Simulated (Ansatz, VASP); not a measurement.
**Two plane-wave programs on Ba**

```
CELL_PARAMETERS angstrom
4.51191 0.00000 0.00000
-2.25596 3.90743 0.00000
0.00000 0.00000 7.48873
ATOMIC_POSITIONS crystal
Ba 0.33333 0.66667 0.25000
Ba 0.66667 0.33333 0.75000
```

Alike in both runs: functional r2SCAN; k mesh 12 × 12 × 6; occupations gaussian, width 0.1 eV; no spin polarisation.

Ansatz relaxed the structure, and its values are those at the end. VASP's run is a single point on that final structure, the one shown.

|  | VASP | Ansatz |
| --- | --- | --- |
| version | VASP 6.6.1 | Ansatz 0.2.0 |
| potentials or method | VASP PAW PBE potentials, release 64 (Ba_sv), cutoff 520 eV | scalar-relativistic, plane waves, PAW |
| valence electrons in the cell | 20 | 20 |

|  | VASP | Ansatz | Ansatz less VASP |
| --- | --- | --- | --- |
| gap on the k mesh at the Fermi level (eV) | none | none | - |
| pressure (GPa) | 0.1 | 0.0 | -0.04 |

VASP's potentials were made for PBE, not for r2SCAN. A gap of «none» marks a metal or a gap that the smearing closes.

Neither program's run includes spin-orbit coupling.
